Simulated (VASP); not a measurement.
ZnS, 2 atoms in the cell. The structure is cubic, space group F-43m (No. 216). Conventional cell: a = 5.256 Å, b = 5.256 Å, c = 5.256 Å, α = 90.00°, β = 90.00°, γ = 90.00°. Zn (site symmetry -43m) has 4 S at 2.28 Å within 3.0 Å. Within 3.0 Å of S (site symmetry -43m) lie 4 Zn at 2.28 Å. 

- Program: VASP 6.6.1
- Task: single point
- Functional: PBEsol
- Potentials or basis: VASP PAW PBE potentials, release 64 (Zn, S)
- Cutoff: 520 eV
- k mesh: 6 × 6 × 6
- Occupations: gaussian, width 0.01 eV
- Spin: no spin polarisation
- Dipole correction: no
- Further INCAR settings: ALGO = Normal; EDIFF = 1e-07; NBANDS = 16

Potentials or basis: VASP PAW PBE potentials, release 64 (Zn, S).

The run is started by

```bash
$ cat potpaw_PBE.64/Zn/POTCAR potpaw_PBE.64/S/POTCAR > POTCAR
$ mpirun -np 1 vasp_std > vasp.out
```

Hardware: 1 thread of Intel(R) Xeon(R) 6975P-C (Granite Rapids), on a shared host.

Problem. How long does it take, and how much memory?

Solution. Run time: 4.7 s on 1 thread of Intel(R) Xeon(R) 6975P-C (Granite Rapids), with other jobs on the host, peak memory 0.15 GiB. Counts: scf iterations 13, k points 16.
